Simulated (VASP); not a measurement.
# Cs (I4_1/amd) in VASP: further runs

Runs on Cs. Level: PBE. Tasks: single point.

Program: VASP 6.6.1. These are calculated values, not measurements. Logs are shortened: lines on timing, memory, paths and dates and some standing lists are left out, and cuts for length are marked.

**1. The cell of the first run**

Symmetry: I4_1/amd, No. 141, tetragonal system. The conventional cell has a = 7.415 Å, b = 7.415 Å, c = 4.015 Å, α = 90.00°, β = 90.00°, γ = 90.00°. Within 5.0 Å of Cs (site symmetry -4m2) lie 10 Cs at 3.84 to 4.78 Å.

**2. Single point, PBE (55.20 Å³/atom)**

INCAR reads:

```
SYSTEM = Cs
ALGO = Normal
EDIFF = 1E-6
ENCUT = 520
GGA = PE
ISIF = 2
ISMEAR = -1
LASPH = .True.
LCHARG = .True.
LELF = .True.
LREAL = .False.
LVHAR = .True.
LWAVE = .False.
NBANDS = 16
NELM = 60
PREC = Accurate
SIGMA = 0.08
```

KPOINTS reads:

```
k-points
0
Gamma
  9 9 9
  0 0 0
```

POSCAR reads:

```
Cs
1.0
   -3.7076704857      3.7076704857      2.0077178944
    3.7076704857     -3.7076704857      2.0077178944
    3.7076704857      3.7076704857     -2.0077178944
Cs
2
Direct
   -0.3750000000     -0.1250000000     -0.2500000000
    0.3750000000      0.1250000000      0.2500000000
```

Potentials or basis: VASP PAW PBE potentials, release 64 (Cs_sv).

The run is started by

```
$ cat potpaw_PBE.64/Cs_sv/POTCAR > POTCAR
$ mpirun -np 1 vasp_std > vasp.out
```

OUTCAR:

```text
SYSTEM = Cs
   EDIFF = 1E-6
   ENCUT = 520
   GGA = PE
   ISIF = 2
   ISMEAR = -1
   LASPH = .True.
   LREAL = .False.
   NELM = 60
   PREC = Accurate

 ion  position               nearest neighbor table
   1  0.625  0.875  0.750-
   2  0.375  0.125  0.250-

  LATTYP: Found a body centered tetragonal cell.
 ALAT       =     7.4153409714
 C/A-ratio  =     0.5415038640

  Lattice vectors:

 A1 = (  -3.7076704857,   3.7076704857,   2.0077178944)
 A2 = (   3.7076704857,  -3.7076704857,   2.0077178944)
 A3 = (   3.7076704857,   3.7076704857,  -2.0077178944)

Analysis of symmetry for initial positions (statically):
=====================================================================
 Subroutine PRICEL returns:
 Original cell was already a primitive cell.

 Routine SETGRP: Setting up the symmetry group for a
 body centered tetragonal supercell.

 Subroutine GETGRP returns: Found 16 space group operations
 (whereof  4 operations were pure point group operations)
 out of a pool of 16 trial point group operations.

The static configuration has the point symmetry C_2h.
 The point group associated with its full space group is D_4h.

Analysis of symmetry for dynamics (positions and initial velocities):
=====================================================================
 Subroutine PRICEL returns:
 Original cell was already a primitive cell.

 Routine SETGRP: Setting up the symmetry group for a
 body centered tetragonal supercell.

 Subroutine GETGRP returns: Found 16 space group operations
 (whereof  4 operations were pure point group operations)
 out of a pool of 16 trial point group operations.

The dynamic configuration has the point symmetry C_2h.
 The point group associated with its full space group is D_4h.

 Subroutine INISYM returns: Found 16 space group operations
 (whereof  4 operations are pure point group operations),
 and found     1 'primitive' translations

----------------------------------------------------------------------------------------

                                     Primitive cell

  volume of cell :     110.3989

  direct lattice vectors                    reciprocal lattice vectors
    -3.707670486  3.707670486  2.007717894     0.000000000  0.134855565  0.249038972
     3.707670486 -3.707670486  2.007717894     0.134855565  0.000000000  0.249038972
[... 77 lines left out ...]
   ISTART =      0    job   : 0-new  1-cont  2-samecut
   ICHARG =      2    charge: 1-file 2-atom 10-const
   ISPIN  =      1    spin polarized calculation?
   LNONCOLLINEAR =      F non collinear calculations
   LSORBIT =      F    spin-orbit coupling
   LASPH  =      T    aspherical Exc in radial PAW
   ENCUT  =  520.0 eV  38.22 Ry    6.18 a.u.  10.44 10.44 10.44*2*pi/ulx,y,z
   NELM   =     60;   NELMIN=  2; NELMDL= -5     # of ELM steps
   EDIFF  = 0.1E-05   stopping-criterion for ELM
   LREAL  =      F    real-space projection
   EDIFFG = 0.1E-04   stopping-criterion for IOM
   NSW    =      0    number of steps for IOM
   IBRION =     -1    ionic relax: 0-MD 1-quasi-New 2-CG
   NFREE  =      0    steps in history (QN), initial steepest desc. (CG)
   ISIF   =      2    stress and relaxation
   ISYM   =      2    0-nonsym 1-usesym 2-fastsym
   POTIM  = 0.5000    time-step for ionic-motion
   TEBEG  =    0.0;   TEEND  =   0.0 temperature during run
   PSTRESS=    0.0 pullay stress
   NELECT =      18.0000    total number of electrons
   NUPDOWN=      -1.0000    fix difference up-down
   EMIN   =  10.00;   EMAX   =-10.00  energy-range for DOS
   EFERMI =   0.00;   METHOD = LEGACY
   ISMEAR =    -1;   SIGMA  =   0.08  broadening in eV -4-tet -1-fermi 0-gaus
   EFERMI_NEDOS =   21; number of points for ismear=-14 and -15
   IALGO  =     38    algorithm
   IMIX   =      4    mixing-type and parameters
     AMIX     =   0.40;   BMIX     =  1.00
     AMIX_MAG =   1.60;   BMIX_MAG =  1.00
  volume/ion in A,a.u.               =      55.20       372.50
  Fermi-wavevector in a.u.,A,eV,Ry     =   0.894357  1.690089 10.882941  0.799874
  Thomas-Fermi vector in A             =   2.016551
   LORBIT       =      0    0 simple, 1 ext, 2 COOP (PROOUT), +10 PAW based schemes
   GGA     = PE    functional components
   LHFCALC =     F    Hartree Fock is set to
   AEXX    =    0.0000 exact exchange contribution
   IVDW    =     0    specifies the selected vdW correction
   LEPSILON=     F    determine dielectric tensor
   LRPA    =     F    only Hartree local field effects (RPA)
 non-spin polarized calculation
  energy-cutoff  :      520.00
  volume of cell :      110.40
 maximum number of plane-waves:      2996
 NGX is ok and might be reduce to    42
   NGX = 21   NGY = 21   NGZ = 21

 number of electron      17.9999998 magnetization

 Free energy of the ion-electron system (eV)
  ---------------------------------------------------
  ext. energy  EPLUGINS =         0.00000000
  ---------------------------------------------------
  free energy    TOTEN  =        -0.54228156 eV

  energy without entropy =       -0.43697173  energy(sigma->0) =       -0.48962665

 E-fermi :   2.9592     XC(G=0):  -7.6647

 val. band max:        2.9591078731   @ k =  -0.1111   0.4444   0.1111
 cond. band min:       2.9750067437   @ k =   0.2222   0.1111   0.1111
 fundamental gap:      0.0158988706
 Fermi energy:         2.9592495145

 k-point     1 :       0.0000    0.0000    0.0000
  band No.  band energies     occupation
      1     -20.9536      2.00000
      2     -20.6430      2.00000
      3      -8.2247      2.00000
      4      -8.2247      2.00000
      5      -7.1603      2.00000
      6      -7.1488      2.00000
[... 433 lines left out ...]
      3      -7.9238      2.00000
      4      -7.8576      2.00000
      5      -7.6891      2.00000
      6      -7.5950      2.00000
[... 8 lines left out ...]
     15       6.3218      0.00000
     16       6.5673      0.00000

 [... further k-points ...]
[... 5 lines left out ...]
  --------------------------------------------------------------------------------------
  -------------------------------------------------------------------------------------
  Total        2.6402431      2.6402431      2.3967096      0.0000000     -0.0000000     -0.0000000
  in kB       38.3168294     38.3168294     34.7825214      0.0000000     -0.0000000     -0.0000000
  external PRESSURE =      37.1387267 kB  Pullay stress =       0.0000000 kB

 VOLUME and BASIS-vectors are now :
 -----------------------------------------------------------------------------
  energy-cutoff  :      520.00
  volume of cell :      110.40
      direct lattice vectors                 reciprocal lattice vectors
    -3.707670486  3.707670486  2.007717894     0.000000000  0.134855565  0.249038972
     3.707670486 -3.707670486  2.007717894     0.134855565  0.000000000  0.249038972
     3.707670486  3.707670486 -2.007717894     0.134855565  0.134855565  0.000000000

 POSITION                                       TOTAL-FORCE (eV/Angst)
 -----------------------------------------------------------------------------------
      3.70767      1.85384      1.50579        -0.000000      0.000000     -0.000000
     -0.00000      1.85384      0.50193         0.000000     -0.000000      0.000000
 -----------------------------------------------------------------------------------
    total drift:                               -0.000000     -0.000000      0.000000

  FREE ENERGIE OF THE ION-ELECTRON SYSTEM (eV)
  ---------------------------------------------------
  free  energy   TOTEN  =        -0.5422815635 eV

  energy  without entropy=       -0.4369717317  energy(sigma->0) =       -0.48962665
```

OSZICAR:

```text
N       E                     dE             d eps       ncg     rms          rms(c)
DAV:   1     0.122326928386E+03    0.12233E+03   -0.70688E+03  2400   0.908E+02
DAV:   2     0.975068575951E+01   -0.11258E+03   -0.10784E+03  3672   0.165E+02
DAV:   3    -0.470493455072E+00   -0.10221E+02   -0.10167E+02  3064   0.532E+01
DAV:   4    -0.585538200337E+00   -0.11504E+00   -0.11497E+00  3048   0.662E+00
DAV:   5    -0.586207986038E+00   -0.66979E-03   -0.66976E-03  3144   0.518E-01    0.734E-01
DAV:   6    -0.552836923827E+00    0.33371E-01   -0.33317E-02  2800   0.866E-01    0.374E-01
DAV:   7    -0.542002475304E+00    0.10834E-01   -0.37032E-02  2720   0.913E-01    0.139E-01
DAV:   8    -0.542286419627E+00   -0.28394E-03   -0.87793E-04  3472   0.174E-01    0.157E-02
DAV:   9    -0.542289221935E+00   -0.28023E-05   -0.22272E-05  2848   0.272E-02    0.839E-03
DAV:  10    -0.542280875708E+00    0.83462E-05   -0.36042E-06  3328   0.108E-02    0.168E-03
DAV:  11    -0.542281563453E+00   -0.68775E-06   -0.25213E-07  2104   0.265E-03
   1 F= -.54228156E+00 E0= -.48962665E+00  d E =-.105310E+00
```

Wall time 3.7 min (1 thread of Intel Xeon 8259CL, shared host); peak memory 0.31 GiB.

What came out:

* Free energy: -0.5423 eV
* Pressure: 3.7 GPa
* Band gap on the k mesh: zero (bands 9 and 10 overlap by 1.51 eV)

Stress tensor (GPa, compression positive):
```
3.83 0.00 0.00
0.00 3.83 0.00
0.00 0.00 3.48
```

Caveat: the cell stands under pressure; spin-orbit coupling is left out, which moves the levels of the heavy elements.

**3. Single point, PBE (55.20 Å³/atom)**

INCAR reads:

```
  ALGO = Normal
  EDIFF = 1E-6
  ENCUT = 520
  GGA = PE
  ISIF = 2
  ISMEAR = -1
  LASPH = T
  LCHARG = F
  LREAL = F
  LWAVE = F
  NBANDS = 16
  NELM = 100
  PREC = Accurate
  SIGMA = 0.08
```

KPOINTS reads:

```
k-points
0
Gamma
  9 9 9
```

POSCAR is that of step 2.

Potentials or basis: VASP PAW PBE potentials, release 64 (Cs_sv).

The run is started by

```
$ cat potpaw_PBE.64/Cs_sv/POTCAR > POTCAR
$ mpirun -np 1 vasp_std > vasp.out
```

Wall time 3.4 min (1 thread of Intel Xeon 8259CL, shared host); peak memory 0.3 GiB.

It converged, with:

| Property | Result |
| --- | --- |
| Free energy | -0.5423 eV |
| Pressure | 3.7 GPa |
| Band gap on the k mesh | zero (bands 9 and 10 overlap by 1.51 eV) |

Stress tensor (GPa, compression positive):
```
3.83 0.00 0.00
0.00 3.83 0.00
0.00 0.00 3.48
```

Levels at points of the mesh, in eV from the Fermi level:
```tsv
k point	band 5	band 6	band 7	band 8	band 9	band 10	band 11	band 12	band 13	band 14
(0.00, 0.00, 0.00)	-10.12	-10.11	-10.03	-10.03	-2.00	-0.73	1.28	1.41	2.05	3.80
```

Caveat: the cell stands under pressure; spin-orbit coupling is left out, which moves the levels of the heavy elements.
